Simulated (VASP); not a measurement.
Wanted: the native input for a VASP 6.6.1 run.

| Quantity | Value |
| --- | --- |
| Task | relaxation of cell and atoms |
| Functional | PBE |
| Potentials or basis | VASP PAW PBE potentials, release 64 (H, Pb_d) |
| Cutoff | 600 eV |
| k mesh | 12 × 12 × 12 |
| Occupations | gaussian, width 0.1 eV |
| Spin | no spin polarisation |
| Dipole correction | no |
| Further INCAR settings | ALGO = Normal; EDIFF = 1e-06; IBRION = 2; EDIFFG = -0.01; NSW = 100; ISIF = 3 |

The structure of H6Pb lies in POSCAR:

```
H6Pb
1.0
   -2.3069693368      2.3069693368      2.3069693368
    2.3069693368     -2.3069693368      2.3069693368
    2.3069693368      2.3069693368     -2.3069693368
H Pb
6 1
Direct
    0.5000000000      0.7500000000      0.2500000000
    0.5000000000      0.2500000000      0.7500000000
    0.2500000000      0.5000000000      0.7500000000
    0.7500000000      0.5000000000      0.2500000000
    0.7500000000      0.2500000000      0.5000000000
    0.2500000000      0.7500000000      0.5000000000
    0.0000000000      0.0000000000      0.0000000000
```

The cell was built from a structure type or drawn by symmetry, and may not be a known phase.

These files were run (other wordings do the same):

INCAR

```
SYSTEM = H6Pb
PREC = Accurate
ENCUT = 600
EDIFF = 1E-6
ISMEAR = 0
SIGMA = 0.1
LREAL = .FALSE.
LASPH = .TRUE.
NELM = 60
ALGO = Normal
ISIF = 3
LWAVE = .FALSE.
LCHARG = .FALSE.
GGA = PE
IBRION = 2
NSW = 100
EDIFFG = -0.01
```

KPOINTS

```
Automatic mesh
0
G
  12 12 12
  0 0 0
```

Potentials or basis: VASP PAW PBE potentials, release 64 (H, Pb_d).

Command:

```console
$ cat potpaw_PBE.64/H/POTCAR potpaw_PBE.64/Pb_d/POTCAR > POTCAR
$ mpirun -np 1 vasp_std > vasp.out
```

It gave:

- Pressure after relaxing: -0.1 GPa
- Band gap on the k mesh: zero (bands 10 and 11 overlap by 7.78 eV)

Caveat: the relaxation stopped at its first step, so nothing moved; spin-orbit coupling is left out, which moves the levels of the heavy elements.

Wall time 54 s on 1 thread of Intel Xeon 8259CL (shared host), peak memory 0.21 GiB.
